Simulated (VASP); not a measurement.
Wanted: the native input for a VASP 6.6.1 run.

| Quantity | Value |
| --- | --- |
| Task | single point |
| Functional | LDA |
| Potentials or basis | VASP PAW LDA potentials, release 64 (C) |
| Cutoff | 520 eV |
| k mesh | 18 × 18 × 2 |
| Occupations | gaussian, width 0.15 eV |
| Spin | no spin polarisation |
| Dipole correction | no |
| Further INCAR settings | ALGO = Normal; EDIFF = 1e-07; NBANDS = 16 |

The structure of C lies in POSCAR:

```
C
1.0
    2.4446025229      0.0000000000      0.0000000000
   -1.2223012614      2.1170878870      0.0000000000
    0.0000000000      0.0000000000     24.1078379870
C
4
Direct
   -0.0094469389     -0.0188938779      0.5687751440
    0.0094469389      0.0188938779      0.4312248560
    0.3238868113      0.6477736226      0.4312002200
    0.6761131887      0.3522263774      0.5687997800
```

This cell differs from its parent crystal: atoms displaced along a vibrational mode.

One way to write it, as run:

INCAR

```
ALGO     = Normal         # electronic algorithm
EDIFF    = 1E-7           # SCF threshold, eV
ENCUT    = 520            # plane-wave cutoff, eV
GGA      = CA             # functional
ISIF     = 2              # what is computed and relaxed
ISMEAR   = 0              # smearing method
LASPH    = True           # aspherical terms in the spheres
LCHARG   = False          # write CHGCAR
LREAL    = False          # projectors in reciprocal space
LWAVE    = False          # write WAVECAR
NBANDS   = 16             # bands
NELM     = 100            # most SCF steps
PREC     = Accurate       # precision mode
SIGMA    = 0.15           # smearing width, eV
```

KPOINTS

```
k-points
0
Gamma
  18 18 2
```

Potentials or basis: VASP PAW LDA potentials, release 64 (C).

Command:

```console
$ cat potpaw_LDA.64/C/POTCAR > POTCAR
$ mpirun -np 1 vasp_std > vasp.out
```

Results of the run:

```json
{"Largest force": "4.968 eV/Å"}
```

Caveat: the cell differs from its parent crystal (atoms displaced along a vibrational mode); there is no dipole correction, which matters where the two faces differ.

It took 5.4 min on 1 thread of Intel(R) Xeon(R) 6975P-C (Granite Rapids), with other jobs on the host, peak memory 0.37 GiB.
